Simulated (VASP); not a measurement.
Here is a VASP 6.6.1 calculation.

Contents of INCAR:

```
SYSTEM = Zn
PREC = Accurate
ENCUT = 520
EDIFF = 1E-6
ISMEAR = -1
SIGMA = 0.1
LREAL = .FALSE.
LASPH = .TRUE.
NELM = 100
ALGO = Normal
ISIF = 2
LWAVE = .FALSE.
LCHARG = .FALSE.
GGA = PE
NBANDS = 19
```

File KPOINTS:

```
regular mesh
0
G
  4 4 2
  0 0 0
```

POSCAR

```
Zn
1.0
    2.6556370042      0.0000000000      0.0000000000
   -1.3278185021      2.2998491089      0.0000000000
    0.0000000000      0.0000000000      4.9624616040
Zn
2
Direct
    0.3333333333      0.6666666667      0.2500000000
    0.6666666667      0.3333333333      0.7500000000
```

Potentials or basis: VASP PAW PBE potentials, release 64 (Zn).

Command:

```sh
$ cat potpaw_PBE.64/Zn/POTCAR > POTCAR
$ mpirun -np 1 vasp_std > vasp.out
```

Predict the pressure.

-1.3 GPa.

What does it give for the band gap on the k mesh?

Zero (band 12 reaches 4.34 eV, above the bottom of band 13 at 0.01 eV).

Stress tensor (GPa, compression positive):
```
-2.93  0.00  0.00
 0.00 -2.93  0.00
 0.00  0.00  1.95
```

Caveat: the k points lie up to 0.68 Å⁻¹ apart.
